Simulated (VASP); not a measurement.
# Sm3BRh (P-6m2) in VASP: notebook

Runs on Sm3BRh. Level: PBE. Tasks: single point, relaxation of cell and atoms.

Everything below comes from runs of VASP 6.6.1. Logs are shortened: lines on timing, memory, paths and dates and some standing lists are left out, and cuts for length are marked.

### 1 The cell of the first run

Symmetry: P-6m2, No. 187, hexagonal system. The conventional cell has a = 4.202 Å, b = 4.202 Å, c = 7.645 Å, α = 90.00°, β = 90.00°, γ = 120.00°. Within 3.2 Å of Sm (site symmetry -6m2) lie 3 B at 2.43 Å. Sm (site symmetry 3m) has 1 B at 2.44 Å and 1 Sm at 2.76 Å and 3 Rh at 2.79 Å within 3.2 Å. Within 3.2 Å of B (site symmetry -6m2) lie 5 Sm at 2.43 to 2.44 Å. Within 3.7 Å of Rh (site symmetry -6m2) lie 6 Sm at 2.79 Å.

The cell was generated, and may not be a known phase.

### 2 Single point, PBE

Input file INCAR:

```
SYSTEM = Sm3BRh
  PREC = Accurate
  ENCUT = 500
  EDIFF = 1E-6
  ISMEAR = 0
  SIGMA = 0.1
  LREAL = .False.
  LASPH = .True.
  NELM = 200
  ALGO = Normal
  ISIF = 2
  LWAVE = .False.
  LCHARG = .False.
  GGA = PE
  NBANDS = 34
  GGA_COMPAT = .False.
  LMAXMIX = 6
```

Input file KPOINTS:

```
regular mesh
0
Gamma
  6 6 2
  0 0 0
```

Input file POSCAR:

```
Sm3BRh
1.0
    4.2023634500      0.0000000000      0.0000000000
   -2.1011817200      3.6393535000      0.0000000000
    0.0000000000      0.0000000000      7.6451553400
Sm B Rh
3 1 1
Direct
    0.0000000000      0.0000000000      0.0000000000
    0.6666666700      0.3333333300      0.3192999500
    0.6666666700      0.3333333300      0.6807000500
    0.6666666700      0.3333333300      0.0000000000
    0.3333333300      0.6666666700      0.5000000000
```

Potentials or basis: VASP PAW PBE potentials, release 64 (Sm_3, B, Rh_pv), 4f in core.

Started as:

```bash
$ cat potpaw_PBE.64/Sm_3/POTCAR potpaw_PBE.64/B/POTCAR potpaw_PBE.64/Rh_pv/POTCAR > POTCAR
$ mpirun -np 1 vasp_std > vasp.out
```

OUTCAR:

```text
SYSTEM = Sm3BRh
   PREC = Accurate
   ENCUT = 500
   EDIFF = 1E-6
   ISMEAR = 0
   LREAL = .False.
   LASPH = .True.
   NELM = 200
   ISIF = 2
   GGA = PE

 ion  position               nearest neighbor table
   1  0.000  0.000  0.000-   4 2.43   4 2.43   4 2.43   2 3.44   3 3.44   3 3.44   2 3.44   3 3.44
                             2 3.44
   2  0.667  0.333  0.319-   4 2.44   3 2.76   5 2.79   5 2.79   5 2.79   1 3.44   1 3.44   1 3.44

   3  0.667  0.333  0.681-   4 2.44   2 2.76   5 2.79   5 2.79   5 2.79   1 3.44   1 3.44   1 3.44

   4  0.667  0.333  0.000-   1 2.43   1 2.43   1 2.43   3 2.44   2 2.44
   5  0.333  0.667  0.500-   2 2.79   3 2.79   2 2.79   3 2.79   2 2.79   3 2.79

  LATTYP: Found a hexagonal cell.
 ALAT       =     4.2023634500
 C/A-ratio  =     1.8192513406

  Lattice vectors:

 A1 = (   4.2023634500,   0.0000000000,   0.0000000000)
 A2 = (  -2.1011817200,   3.6393535000,   0.0000000000)
 A3 = (   0.0000000000,   0.0000000000,   7.6451553400)

Analysis of symmetry for initial positions (statically):
=====================================================================
 Subroutine PRICEL returns:
 Original cell was already a primitive cell.

 Routine SETGRP: Setting up the symmetry group for a
 hexagonal supercell.

 Subroutine GETGRP returns: Found 12 space group operations
 (whereof 12 operations were pure point group operations)
 out of a pool of 24 trial point group operations.

The static configuration has the point symmetry D_3h.

Analysis of symmetry for dynamics (positions and initial velocities):
=====================================================================
 Subroutine PRICEL returns:
 Original cell was already a primitive cell.

 Routine SETGRP: Setting up the symmetry group for a
 hexagonal supercell.

 Subroutine GETGRP returns: Found 12 space group operations
 (whereof 12 operations were pure point group operations)
 out of a pool of 24 trial point group operations.

The dynamic configuration has the point symmetry D_3h.

 Subroutine INISYM returns: Found 12 space group operations
 (whereof 12 operations are pure point group operations),
 and found     1 'primitive' translations

----------------------------------------------------------------------------------------

                                     Primitive cell

  volume of cell :     116.9241

  direct lattice vectors                    reciprocal lattice vectors
     4.202363450  0.000000000  0.000000000     0.237961331  0.137387038  0.000000000
    -2.101181720  3.639353500  0.000000000     0.000000000  0.274774077  0.000000000
     0.000000000  0.000000000  7.645155340     0.000000000  0.000000000  0.130801790

  length of vectors
     4.202363450  4.202363444  7.645155340     0.274774077  0.274774077  0.130801790

  position of ions in fractional coordinates (direct lattice)
     0.000000000  0.000000000  0.000000000
     0.666666670  0.333333330  0.319299950
     0.666666670  0.333333330  0.680700050
     0.666666670  0.333333330  0.000000000
     0.333333330  0.666666670  0.500000000

  ion indices of the primitive-cell ions
   primitive index   ion index
                 1           1
                 2           2
                 3           3
                 4           4
                 5           5

----------------------------------------------------------------------------------------

 KPOINTS: regular mesh

Automatic generation of k-mesh.
 Grid dimensions read from file:
 generate k-points for:    6    6    2

 Generating k-lattice:

  Cartesian coordinates                     Fractional coordinates (reciprocal lattice)
     0.039660222  0.022897840  0.000000000     0.166666667  0.000000000  0.000000000
     0.000000000  0.045795680  0.000000000     0.000000000  0.166666667  0.000000000
     0.000000000  0.000000000  0.065400895     0.000000000  0.000000000  0.500000000

  Length of vectors
     0.045795679  0.045795680  0.065400895

  Shift w.r.t. Gamma in fractional coordinates (k-lattice)
     0.000000000  0.000000000  0.000000000

 Subroutine IBZKPT returns following result:
 ===========================================

 Found     14 irreducible k-points:

 Following reciprocal coordinates:
            Coordinates               Weight
  0.000000  0.000000  0.000000      1.000000
  0.166667 -0.000000  0.000000      6.000000
  0.333333 -0.000000  0.000000      6.000000
  0.500000 -0.000000  0.000000      3.000000
  0.166667  0.166667  0.000000      6.000000
  0.333333  0.166667  0.000000     12.000000
  0.333333  0.333333  0.000000      2.000000
  0.000000  0.000000  0.500000      1.000000
  0.166667 -0.000000  0.500000      6.000000
  0.333333 -0.000000  0.500000      6.000000
  0.500000 -0.000000  0.500000      3.000000
  0.166667  0.166667  0.500000      6.000000
  0.333333  0.166667  0.500000     12.000000
  0.333333  0.333333  0.500000      2.000000
   k-points           NKPTS =     14   k-points in BZ     NKDIM =     14   number of bands    NBANDS=     34
   number of dos      NEDOS =    301   number of ions     NIONS =      5
   total plane-waves  NPLWV =  57344
   dimension x,y,z NGX =    32 NGY =   32 NGZ =   56
   dimension x,y,z NGXF=    64 NGYF=   64 NGZF=  112
   ions per type =               3   1   1
   NGX,Y,Z   is equivalent  to a cutoff of  12.66, 12.66, 12.18 a.u.
   NGXF,Y,Z  is equivalent  to a cutoff of  25.32, 25.32, 24.35 a.u.
 SYSTEM =  Sm3BRh
   PREC   = accura    normal or accurate (medium, high low for compatibility)
   ISTART =      0    job   : 0-new  1-cont  2-samecut
   ICHARG =      2    charge: 1-file 2-atom 10-const
   ISPIN  =      1    spin polarized calculation?
   LNONCOLLINEAR =      F non collinear calculations
   LSORBIT =      F    spin-orbit coupling
   LASPH  =      T    aspherical Exc in radial PAW
   ENCUT  =  500.0 eV  36.75 Ry    6.06 a.u.   7.66  7.66 13.94*2*pi/ulx,y,z
   NELM   =    200;   NELMIN=  2; NELMDL= -5     # of ELM steps
   EDIFF  = 0.1E-05   stopping-criterion for ELM
   LREAL  =      F    real-space projection
[... 7 lines left out ...]
   TEBEG  =    0.0;   TEEND  =   0.0 temperature during run
   PSTRESS=    0.0 pullay stress
   NELECT =      51.0000    total number of electrons
   NUPDOWN=      -1.0000    fix difference up-down
   EMIN   =  10.00;   EMAX   =-10.00  energy-range for DOS
   EFERMI =   0.00;   METHOD = LEGACY
   ISMEAR =     0;   SIGMA  =   0.10  broadening in eV -4-tet -1-fermi 0-gaus
   EFERMI_NEDOS =   21; number of points for ismear=-14 and -15
   IALGO  =     38    algorithm
   IMIX   =      4    mixing-type and parameters
     AMIX     =   0.40;   BMIX     =  1.00
     AMIX_MAG =   1.60;   BMIX_MAG =  1.00
  volume/ion in A,a.u.               =      23.38       157.81
  Fermi-wavevector in a.u.,A,eV,Ry     =   1.241548  2.346185 20.972583  1.541441
  Thomas-Fermi vector in A             =   2.375941
   LORBIT       =      0    0 simple, 1 ext, 2 COOP (PROOUT), +10 PAW based schemes
   GGA     = PE    functional components
   LHFCALC =     F    Hartree Fock is set to
   AEXX    =    0.0000 exact exchange contribution
   IVDW    =     0    specifies the selected vdW correction
   LEPSILON=     F    determine dielectric tensor
   LRPA    =     F    only Hartree local field effects (RPA)
 non-spin polarized calculation
 Gauss-broadening in eV      SIGMA  =   0.10
  energy-cutoff  :      500.00
  volume of cell :      116.92
 maximum number of plane-waves:      3016
 NGX is ok and might be reduce to    32
   NGX = 15   NGY = 15   NGZ = 27

 number of electron      51.0000002 magnetization

 Free energy of the ion-electron system (eV)
  ---------------------------------------------------
  ext. energy  EPLUGINS =         0.00000000
  ---------------------------------------------------
  free energy    TOTEN  =       -26.30082834 eV

  energy without entropy =      -26.26201027  energy(sigma->0) =      -26.28141930

 E-fermi :   3.9856     XC(G=0): -10.4117

 val. band max:        3.9733880604   @ k =   0.3333  -0.0000   0.5000
 cond. band min:       3.9874976130   @ k =   0.5000  -0.0000   0.0000
 fundamental gap:      0.0141095526
 Fermi energy:         3.9855606943

 k-point     1 :       0.0000    0.0000    0.0000
  band No.  band energies     occupation
      1     -41.7995      2.00000
      2     -41.7995      2.00000
      3     -41.7438      2.00000
      4     -36.6164      2.00000
      5     -36.3269      2.00000
      6     -36.2872      2.00000
[... 26 lines left out ...]
     33       7.8816      0.00000
     34       7.8867      0.00000

 k-point     2 :       0.1667   -0.0000    0.0000
  band No.  band energies     occupation
      1     -41.8023      2.00000
      2     -41.7998      2.00000
      3     -41.7427      2.00000
      4     -36.6077      2.00000
      5     -36.3274      2.00000
      6     -36.2871      2.00000
[... 26 lines left out ...]
     33       7.6715      0.00000
     34       7.7883      0.00000

 k-point     3 :       0.3333   -0.0000    0.0000
  band No.  band energies     occupation
      1     -41.8077      2.00000
      2     -41.8004      2.00000
      3     -41.7406      2.00000
      4     -36.5898      2.00000
      5     -36.3287      2.00000
      6     -36.2870      2.00000
[... 26 lines left out ...]
     33       7.3470      0.00000
     34       7.6744      0.00000
[... 334 lines left out ...]
 k-point    13 :       0.3333    0.1667    0.5000
  band No.  band energies     occupation
      1     -41.8098      2.00000
      2     -41.8013      2.00000
      3     -41.7396      2.00000
      4     -36.5786      2.00000
      5     -36.3407      2.00000
      6     -36.2778      2.00000
[... 26 lines left out ...]
     33       7.5040      0.00000
     34       8.1959      0.00000

 k-point    14 :       0.3333    0.3333    0.5000
  band No.  band energies     occupation
      1     -41.8104      2.00000
      2     -41.8021      2.00000
      3     -41.7391      2.00000
      4     -36.5758      2.00000
      5     -36.3301      2.00000
      6     -36.2871      2.00000
[... 26 lines left out ...]
     33       7.9074      0.00000
     34       8.1601      0.00000

------------------------ aborting loop because EDIFF is reached ----------------------------------------

  FORCE on cell =-STRESS in cart. coord.  units (eV):
  Direction    XX          YY          ZZ          XY          YZ          ZX
  --------------------------------------------------------------------------------------
  -------------------------------------------------------------------------------------
  Total        6.4128666      6.4128666     14.2966989      0.0000000     -0.0000000     -0.0000000
  in kB       87.8736413     87.8736411    195.9034956      0.0000001     -0.0000000     -0.0000000
  external PRESSURE =     123.8835927 kB  Pullay stress =       0.0000000 kB

 VOLUME and BASIS-vectors are now :
 -----------------------------------------------------------------------------
  energy-cutoff  :      500.00
  volume of cell :      116.92
      direct lattice vectors                 reciprocal lattice vectors
     4.202363450  0.000000000  0.000000000     0.237961331  0.137387038  0.000000000
    -2.101181720  3.639353500  0.000000000     0.000000000  0.274774077  0.000000000
     0.000000000  0.000000000  7.645155340     0.000000000  0.000000000  0.130801790

 POSITION                                       TOTAL-FORCE (eV/Angst)
 -----------------------------------------------------------------------------------
      0.00000      0.00000      0.00000        -0.000000     -0.000000      0.000000
      2.10118      1.21312      2.44110         0.000000     -0.000000     -0.930354
      2.10118      1.21312      5.20406         0.000000     -0.000000      0.930354
      2.10118      1.21312      0.00000        -0.000000      0.000000      0.000000
     -0.00000      2.42624      3.82258        -0.000000      0.000000      0.000000
 -----------------------------------------------------------------------------------
    total drift:                                0.000006     -0.000004     -0.000000

  FREE ENERGIE OF THE ION-ELECTRON SYSTEM (eV)
  ---------------------------------------------------
  free  energy   TOTEN  =       -26.3008283381 eV

  energy  without entropy=      -26.2620102661  energy(sigma->0) =      -26.28141930
```

Run time: 27 s. Hardware: 1 thread of Intel Xeon 6975P-C (Granite Rapids), shared host; peak memory 0.25 GiB.

What came out:

```
Free energy            : -26.3008 eV
Pressure               : 12.4 GPa
Largest force          : 0.930 eV/Å
Band gap on the k mesh : zero (an odd number of electrons rules out a gap without spin polarisation)
```

Forces in eV/Å, atoms in the order of the input:
```
Sm   0.000  0.000  0.000
Sm   0.000  0.000 -0.930
Sm   0.000  0.000  0.930
B    0.000  0.000  0.000
Rh   0.000  0.000  0.000
```

Caveat: the k points lie up to 0.41 Å⁻¹ apart, too coarse for converged energies and pressures of a metal; spin-orbit coupling is left out, which moves the levels of the heavy elements; the 4f electrons are frozen in the core, so they carry no moment and show no levels. Spin polarisation is off, so any magnetic state and its effect on volume and gap are missing.

(Part 1 of 3 ends here.)
